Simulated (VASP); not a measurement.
# BAs (Pmmm) in VASP: relaxation of cell and atoms with BLYP+D4

Aim: the relaxation of cell and atoms of BAs with BLYP+D4.

Program: VASP 6.6.1. These are calculated values, not measurements. Logs are shortened: lines on timing, memory, paths and dates and some standing lists are left out, and cuts for length are marked.

## (1) The cell of the first run

The structure is orthorhombic, space group Pmmm (No. 47). The conventional cell has a = 2.128 Å, b = 3.174 Å, c = 4.951 Å, α = 90.00°, β = 90.00°, γ = 90.00°. Within 2.8 Å of B (site symmetry mmm) lie 2 B at 2.13 Å and 4 As at 2.69 Å. As (site symmetry mmm) has 2 As at 2.13 Å and 4 B at 2.69 Å within 2.8 Å.

## (2) Relaxation of cell and atoms, BLYP+D4

The input, INCAR:

```
SYSTEM = BAs
AGGAC = 1.0
AGGAX = 1.0
ALDAC = 0.0
ALDAX = 1.0
ALGO = Normal
EDIFF = 1E-7
EDIFFG = -0.01
ENCUT = 560
GGA = B5
GGA_COMPAT = .FALSE.
IBRION = 2
ISIF = 3
ISMEAR = -1
IVDW = 13
LASPH = .TRUE.
LCHARG = .FALSE.
LREAL = .FALSE.
LWAVE = .FALSE.
NELM = 120
NELMIN = 4
NSW = 60
PREC = Accurate
SIGMA = 0.05
VDW_A1 = 0.44488865
VDW_A2 = 4.0933009
VDW_S6 = 1.0
VDW_S8 = 2.34076671
```

The input, KPOINTS:

```
k-points
0
G
  12 8 6
  0 0 0
```

The input, POSCAR:

```
BAs
1.0
    2.1275493300      0.0000000000      0.0000000000
    0.0000000000      3.1740629400      0.0000000000
    0.0000000000      0.0000000000      4.9509801800
B As
1 1
Direct
    0.0000000000      0.5000000000      0.0000000000
    0.5000000000      0.5000000000      0.5000000000
```

Potentials or basis: VASP PAW PBE potentials, release 64 (B, As_d).

The run is started by

```console
> cat potpaw_PBE.64/B/POTCAR potpaw_PBE.64/As_d/POTCAR > POTCAR
> mpirun -np 1 vasp_std > vasp.out
```

OUTCAR:

```text
SYSTEM = BAs
   EDIFF = 1E-7
   EDIFFG = -0.01
   ENCUT = 560
   GGA = B5
   IBRION = 2
   ISIF = 3
   ISMEAR = -1
   IVDW = 13
   LASPH = .TRUE.
   LREAL = .FALSE.
   NELM = 120
   NELMIN = 4
   NSW = 60
   PREC = Accurate

 ion  position               nearest neighbor table
   1  0.000  0.500  0.000-
   2  0.500  0.500  0.500-

  LATTYP: Found a simple orthorhombic cell.
 ALAT       =     2.1275493300
 B/A-ratio  =     1.4918868838
 C/A-ratio  =     2.3270812621

  Lattice vectors:

 A1 = (   2.1275493300,   0.0000000000,   0.0000000000)
 A2 = (   0.0000000000,   3.1740629400,   0.0000000000)
 A3 = (   0.0000000000,   0.0000000000,   4.9509801800)

Analysis of symmetry for initial positions (statically):
=====================================================================
 Subroutine PRICEL returns:
 Original cell was already a primitive cell.

 Routine SETGRP: Setting up the symmetry group for a
 simple orthorhombic supercell.

 Subroutine GETGRP returns: Found  8 space group operations
 (whereof  8 operations were pure point group operations)
 out of a pool of  8 trial point group operations.

The static configuration has the point symmetry D_2h.

Analysis of symmetry for dynamics (positions and initial velocities):
=====================================================================
 Subroutine PRICEL returns:
 Original cell was already a primitive cell.

 Routine SETGRP: Setting up the symmetry group for a
 simple orthorhombic supercell.

 Subroutine GETGRP returns: Found  8 space group operations
 (whereof  8 operations were pure point group operations)
 out of a pool of  8 trial point group operations.

The dynamic configuration has the point symmetry D_2h.

 Subroutine INISYM returns: Found  8 space group operations
 (whereof  8 operations are pure point group operations),
 and found     1 'primitive' translations

----------------------------------------------------------------------------------------

                                     Primitive cell

  volume of cell :      33.4338

  direct lattice vectors                    reciprocal lattice vectors
     2.127549330  0.000000000  0.000000000     0.470024354  0.000000000  0.000000000
     0.000000000  3.174062940  0.000000000     0.000000000  0.315053614  0.000000000
     0.000000000  0.000000000  4.950980180     0.000000000  0.000000000  0.201980207

  length of vectors
     2.127549330  3.174062940  4.950980180     0.470024354  0.315053614  0.201980207

  position of ions in fractional coordinates (direct lattice)
     0.000000000  0.500000000  0.000000000
     0.500000000  0.500000000  0.500000000

  ion indices of the primitive-cell ions
   primitive index   ion index
                 1           1
                 2           2

----------------------------------------------------------------------------------------

 KPOINTS: k-points

Automatic generation of k-mesh.
 Grid dimensions read from file:
 generate k-points for:   12    8    6

 Generating k-lattice:

  Cartesian coordinates                     Fractional coordinates (reciprocal lattice)
     0.039168696  0.000000000  0.000000000     0.083333333  0.000000000  0.000000000
     0.000000000  0.039381702  0.000000000     0.000000000  0.125000000  0.000000000
     0.000000000  0.000000000  0.033663368     0.000000000  0.000000000  0.166666667

  Length of vectors
     0.039168696  0.039381702  0.033663368

  Shift w.r.t. Gamma in fractional coordinates (k-lattice)
     0.000000000  0.000000000  0.000000000

 Subroutine IBZKPT returns following result:
 ===========================================

 Found    140 irreducible k-points:

 Following reciprocal coordinates:
            Coordinates               Weight
  0.000000  0.000000  0.000000      1.000000
  0.083333  0.000000  0.000000      2.000000
  0.166667  0.000000  0.000000      2.000000
  0.250000  0.000000  0.000000      2.000000
  0.333333  0.000000  0.000000      2.000000
  0.416667  0.000000  0.000000      2.000000
[... 16 lines left out ...]
  0.083333  0.375000  0.000000      4.000000
  0.166667  0.375000  0.000000      4.000000
 [... further k-points ...]
   k-points           NKPTS =    140   k-points in BZ     NKDIM =    140   number of bands    NBANDS=     13
   number of dos      NEDOS =    301   number of ions     NIONS =      2
   total plane-waves  NPLWV =  15360
   dimension x,y,z NGX =    16 NGY =   24 NGZ =   40
   dimension x,y,z NGXF=    32 NGYF=   48 NGZF=   80
   ions per type =               1   1
   NGX,Y,Z   is equivalent  to a cutoff of  12.50, 12.57, 13.43 a.u.
   NGXF,Y,Z  is equivalent  to a cutoff of  25.00, 25.14, 26.86 a.u.
 SYSTEM =  BAs
   PREC   = accura    normal or accurate (medium, high low for compatibility)
   ISTART =      0    job   : 0-new  1-cont  2-samecut
   ICHARG =      2    charge: 1-file 2-atom 10-const
   ISPIN  =      1    spin polarized calculation?
   LNONCOLLINEAR =      F non collinear calculations
   LSORBIT =      F    spin-orbit coupling
   LASPH  =      T    aspherical Exc in radial PAW
   ENCUT  =  560.0 eV  41.16 Ry    6.42 a.u.   4.11  6.12  9.55*2*pi/ulx,y,z
   NELM   =    120;   NELMIN=  4; NELMDL= -5     # of ELM steps
   EDIFF  = 0.1E-06   stopping-criterion for ELM
   LREAL  =      F    real-space projection
   EDIFFG = -.1E-01   stopping-criterion for IOM
   NSW    =     60    number of steps for IOM
   IBRION =      2    ionic relax: 0-MD 1-quasi-New 2-CG
   NFREE  =      1    steps in history (QN), initial steepest desc. (CG)
   ISIF   =      3    stress and relaxation
   ISYM   =      2    0-nonsym 1-usesym 2-fastsym
   POTIM  = 0.5000    time-step for ionic-motion
   TEBEG  =    0.0;   TEEND  =   0.0 temperature during run
   PSTRESS=    0.0 pullay stress
   NELECT =      18.0000    total number of electrons
   NUPDOWN=      -1.0000    fix difference up-down
   EMIN   =  10.00;   EMAX   =-10.00  energy-range for DOS
   EFERMI =   0.00;   METHOD = LEGACY
   ISMEAR =    -1;   SIGMA  =   0.05  broadening in eV -4-tet -1-fermi 0-gaus
   EFERMI_NEDOS =   21; number of points for ismear=-14 and -15
   IALGO  =     38    algorithm
   IMIX   =      4    mixing-type and parameters
     AMIX     =   0.40;   BMIX     =  1.00
     AMIX_MAG =   1.60;   BMIX_MAG =  1.00
  volume/ion in A,a.u.               =      16.72       112.81
  Fermi-wavevector in a.u.,A,eV,Ry     =   1.331793  2.516725 24.132298  1.773674
  Thomas-Fermi vector in A             =   2.460777
   LORBIT       =      0    0 simple, 1 ext, 2 COOP (PROOUT), +10 PAW based schemes
   GGA     = B5    functional components
   LHFCALC =     F    Hartree Fock is set to
   AEXX    =    0.0000 exact exchange contribution
   IVDW    =    13    specifies the selected vdW correction
   LEPSILON=     F    determine dielectric tensor
   LRPA    =     F    only Hartree local field effects (RPA)
 conjugate gradient relaxation of ions
 non-spin polarized calculation
  energy-cutoff  :      560.00
  volume of cell :       33.43
 maximum number of plane-waves:      1028
   NGX =  9   NGY = 13   NGZ = 19

--------------------------------------- Ionic step        1  -------------------------------------------

 number of electron      18.0000010 magnetization

 Free energy of the ion-electron system (eV)
  ---------------------------------------------------
  ext. energy  EPLUGINS =         0.00000000
  ---------------------------------------------------
  free energy    TOTEN  =        -5.68364946 eV

  energy without entropy =       -5.67184850  energy(sigma->0) =       -5.67774898

------------------------ aborting loop because EDIFF is reached ----------------------------------------

  DFT-D4 for vdW energy calculation

  Edisp (eV):   -1.34237

  FORCE on cell =-STRESS in cart. coord.  units (eV):
  Direction    XX          YY          ZZ          XY          YZ          ZX
  --------------------------------------------------------------------------------------
  -------------------------------------------------------------------------------------
  Total       6.18952    -1.76085    -1.02519     0.00000     0.00000     0.00000
  in kB     296.60676   -84.38135   -49.12805     0.00000     0.00000     0.00000
  external pressure =       54.37 kB  Pullay stress =        0.00 kB
[... 97 lines left out ...]
  FREE ENERGIE OF THE ION-ELECTRON SYSTEM (eV)
  ---------------------------------------------------
  free  energy   TOTEN  =        -7.7489880768 eV

  energy  without entropy=       -7.7386434207  energy(sigma->0) =       -7.74381575

 E-fermi :   3.5654     XC(G=0):  -9.9794

 val. band max:        3.5503493119   @ k =   0.4167   0.3750   0.1667
 cond. band min:       3.5858873276   @ k =   0.3333   0.0000   0.0000
 fundamental gap:      0.0355380157
 Fermi energy:         3.5654065729

 k-point     1 :       0.0000    0.0000    0.0000
  band No.  band energies     occupation
      1     -32.3290      2.00000
      2     -32.2091      2.00000
      3     -32.2080      2.00000
      4     -32.2071      2.00000
      5     -32.2054      2.00000
      6     -10.1578      2.00000
      7      -0.2669      2.00000
      8       0.7690      2.00000
      9       1.1938      2.00000
     10       8.6668      0.00000
     11       8.7319      0.00000
     12       9.5201      0.00000
     13       9.6683      0.00000
[... 353 lines left out ...]
 k-point    24 :       0.1667    0.3750    0.0000
  band No.  band energies     occupation
      1     -32.2475      2.00000
      2     -32.2464      2.00000
      3     -32.2031      2.00000
      4     -32.2011      2.00000
      5     -32.1869      2.00000
      6      -7.2349      2.00000
      7      -0.4795      2.00000
      8       0.4423      2.00000
      9       3.0188      1.99996
     10       3.9697      0.00062
     11       5.9800      0.00000
     12       9.8475      0.00000
     13      10.3232      0.00000

 [... further k-points ...]

 E-fermi :   4.3874     XC(G=0): -10.4016

 val. band max:        4.3721056426   @ k =   0.2500   0.0000   0.0000
 cond. band min:       4.3940727834   @ k =   0.5000   0.2500   0.0000
 fundamental gap:      0.0219671408
 Fermi energy:         4.3873797019

 k-point     1 :       0.0000    0.0000    0.0000
  band No.  band energies     occupation
      1     -31.6096      2.00000
      2     -31.4814      2.00000
      3     -31.4781      2.00000
      4     -31.4779      2.00000
      5     -31.4625      2.00000
      6     -10.0540      2.00000
      7       0.9260      2.00000
      8       0.9615      2.00000
      9       2.2146      2.00000
     10       9.4255      0.00000
     11       9.4460      0.00000
     12      10.9502      0.00000
     13      11.4378      0.00000
[... 353 lines left out ...]
 k-point    24 :       0.1667    0.3750    0.0000
  band No.  band energies     occupation
      1     -31.5236      2.00000
      2     -31.5069      2.00000
      3     -31.4803      2.00000
      4     -31.4721      2.00000
      5     -31.4404      2.00000
      6      -7.0258      2.00000
      7      -0.1733      2.00000
      8       0.7278      2.00000
      9       4.4744      0.29858
     10       4.7951      0.00058
     11       7.3338      0.00000
     12      11.2453      0.00000
     13      12.3214      0.00000

 [... further k-points ...]

[... ionic steps 4 to 46 ...]

--------------------------------------- Ionic step       47  -------------------------------------------

 number of electron      18.0000057 magnetization

------------------------ aborting loop because EDIFF is reached ----------------------------------------

  DFT-D4 for vdW energy calculation

  Edisp (eV):   -1.57050
[... 69 lines left out ...]
  energy  without entropy=       -9.2489263398  energy(sigma->0) =       -9.25203933

--------------------------------------- Ionic step       49  -------------------------------------------

 number of electron      18.0000057 magnetization

 Free energy of the ion-electron system (eV)
  ---------------------------------------------------
  ext. energy  EPLUGINS =         0.00000000
  ---------------------------------------------------
  free energy    TOTEN  =        -7.68362440 eV

  energy without entropy =       -7.67739454  energy(sigma->0) =       -7.68050947

 E-fermi :   5.8691     XC(G=0): -11.0545

 val. band max:        5.8370949987   @ k =   0.0833   0.0000   0.5000
 cond. band min:       5.8868649289   @ k =   0.3333   0.5000   0.3333
 fundamental gap:      0.0497699302
 Fermi energy:         5.8691438584

 k-point     1 :       0.0000    0.0000    0.0000
  band No.  band energies     occupation
      1     -30.3843      2.00000
      2     -30.2455      2.00000
      3     -30.2453      2.00000
      4     -30.2295      2.00000
      5     -30.2215      2.00000
      6      -9.9259      2.00000
      7       2.7618      2.00000
      8       2.8552      2.00000
      9       4.2604      2.00000
     10       8.9296      0.00000
     11      10.7842      0.00000
     12      14.8253      0.00000
     13      14.8490      0.00000
[... 353 lines left out ...]
 k-point    24 :       0.1667    0.3750    0.0000
  band No.  band energies     occupation
      1     -30.2844      2.00000
      2     -30.2822      2.00000
      3     -30.2654      2.00000
      4     -30.2201      2.00000
      5     -30.2201      2.00000
      6      -7.0706      2.00000
      7       0.0272      2.00000
      8       2.2136      2.00000
      9       4.8034      2.00000
     10       7.0079      0.00000
     11       9.9919      0.00000
     12      14.1412      0.00000
     13      14.4904      0.00000

 [... further k-points ...]

------------------------ aborting loop because EDIFF is reached ----------------------------------------

  DFT-D4 for vdW energy calculation

  Edisp (eV):   -1.57153

  FORCE on cell =-STRESS in cart. coord.  units (eV):
  Direction    XX          YY          ZZ          XY          YZ          ZX
  --------------------------------------------------------------------------------------
  -------------------------------------------------------------------------------------
  Total      -0.01607     0.00306     0.00377     0.00000     0.00000     0.00000
  in kB      -0.99624     0.18969     0.23351     0.00000     0.00000     0.00000
  external pressure =       -0.19 kB  Pullay stress =        0.00 kB
[... 17 lines left out ...]
  FREE ENERGIE OF THE ION-ELECTRON SYSTEM (eV)
  ---------------------------------------------------
  free  energy   TOTEN  =        -9.2551520612 eV

  energy  without entropy=       -9.2489222045  energy(sigma->0) =       -9.25203713

 reached required accuracy - stopping structural energy minimisation
```

Wall time 12 min (1 thread of Intel Xeon 6975P-C (Granite Rapids), shared host); peak memory 0.23 GiB.

Results:

| Item | Value |
| --- | --- |
| Free energy | -9.2552 eV |
| Relaxed volume | 12.92 Å³/atom |
| Relaxed cell | a = 3.144 Å, b = 2.604 Å, c = 3.156 Å, α = 90.00°, β = 90.00°, γ = 90.00° |
| Space group after relaxing (to 0.1 Å) | P4/mmm (No. 123) |
| Pressure after relaxing | 0.0 GPa |
| Band gap on the k mesh | zero (bands 9 and 10 overlap by 5.43 eV) |
| Dispersion energy per atom | -0.786 eV |

Final structure:
```cif
data_structure
_symmetry_space_group_name_H-M 'P 1'
_symmetry_Int_Tables_number 1
_cell_length_a 3.1436
_cell_length_b 2.6044
_cell_length_c 3.1563
_cell_angle_alpha 90.000
_cell_angle_beta 90.000
_cell_angle_gamma 90.000
_cell_volume 25.84
loop_
_atom_site_label
_atom_site_type_symbol
_atom_site_fract_x
_atom_site_fract_y
_atom_site_fract_z
_atom_site_occupancy
B1 B 0.00000 0.50000 0.00000 1
As1 As 0.50000 0.50000 0.50000 1
```

Levels at points of the mesh, in eV from the Fermi level:
```tsv
k point	band 6	band 7	band 8	band 9	band 10	band 11	band 12	band 13
(0.00, 0.00, 0.00)	-15.80	-3.11	-3.01	-1.61	3.06	4.92	8.96	8.98
(0.50, 0.00, 0.00)	-13.66	-10.27	0.66	0.70	2.49	4.37	5.55	6.61
(0.00, 0.50, 0.00)	-12.38	-7.74	-1.12	-1.03	1.85	2.74	8.19	9.67
(0.50, 0.50, 0.00)	-10.23	-7.31	-5.38	-2.89	2.21	3.17	5.59	7.71
(0.00, 0.00, 0.50)	-13.69	-10.29	0.73	0.76	2.56	4.47	5.54	6.59
(0.50, 0.00, 0.50)	-11.59	-7.51	-7.50	-6.45	6.19	7.71	11.48	11.53
(0.00, 0.50, 0.50)	-10.26	-7.33	-5.40	-2.91	2.27	3.24	5.66	7.81
(0.50, 0.50, 0.50)	-7.70	-5.16	-5.16	-4.13	-3.23	-1.29	4.00	4.01
```

Caveat: the volume moved by over 15 % at a fixed basis, so the end points are rough; the PAW data sets were made with another functional, which shifts forces and pressure a little.

The gap in the log of VASP goes by the Fermi energy; the results here count the filled bands.